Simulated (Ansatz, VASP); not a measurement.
## MgO in VASP and in Ansatz

File INCAR:

```
SYSTEM = MgO
PREC     = Accurate       ! precision mode
ENCUT    = 520            ! plane-wave cutoff, eV
EDIFF    = 1E-7           ! SCF threshold, eV
ISMEAR   = 0              ! smearing method
SIGMA    = 0.05           ! smearing width, eV
LREAL    = .FALSE.        ! projectors in reciprocal space
LASPH    = .TRUE.         ! aspherical terms in the spheres
NELM     = 100            ! most SCF steps
ALGO     = Normal         ! electronic algorithm
ISIF     = 2              ! what is computed and relaxed
LWAVE    = .FALSE.        ! write WAVECAR
LCHARG   = .FALSE.        ! write CHGCAR
GGA      = B5             ! functional
ALDAX    = 1.0          
AGGAX    = 1.0          
AGGAC    = 1.0          
ALDAC    = 0.0          
NBANDS   = 11             ! bands
```

The input KPOINTS:

```
regular mesh
0
G
  10 10 10
  0 0 0
```

POSCAR

```
MgO
1.0
    0.0000000000      2.1508027835      2.1508027835
    2.1508027835      0.0000000000      2.1508027835
    2.1508027835      2.1508027835      0.0000000000
Mg O
1 1
Direct
    0.0000000000      0.0000000000      0.0000000000
    0.5000000000      0.5000000000      0.5000000000
```

Input for Ansatz:

```yaml
crystal:
  lattice:
    - [0.0, 2.1508027835, 2.1508027835]
    - [2.1508027835, 0.0, 2.1508027835]
    - [2.1508027835, 2.1508027835, 0.0]
  atoms:
    - { symbol: Mg, position: [0.0, 0.0, 0.0] }
    - { symbol: O, position: [0.5, 0.5, 0.5] }
basis:
  ecutwfc: 420
  ecutrho_ratio: 4
kpoints:
  mp_grid: { grid: [10, 10, 10] }
hamiltonian:
  xc: blyp
scf:
  occupations: { method: gaussian, width: 0.05 }
output:
  forces: true
  stress: true
  eigenvalues: true
```

Alike in both runs: task single point; functional BLYP; k mesh 10 × 10 × 10; occupations gaussian, width 0.05 eV; no spin polarisation.

|  | VASP | Ansatz |
| --- | --- | --- |
| version | VASP 6.6.1 | Ansatz 0.2.0 |
| potentials or method | VASP PAW PBE potentials, release 64 (Mg, O), cutoff 520 eV | scalar-relativistic, plane waves, PAW |
| valence electrons in the cell | 8 | 16 |

```csv
,VASP,Ansatz,Ansatz less VASP
gap on the k mesh at the Fermi level (eV),4.42,4.42,+0.007
least direct gap on the mesh (eV),4.42,4.42,+0.007
pressure (GPa),-3.3,-2.8,+0.54
```

VASP's potentials were made for PBE, not for BLYP. VASP's potentials hold 8 valence electrons a cell and Ansatz's 16, so a difference there can come from the potentials and not from the codes.
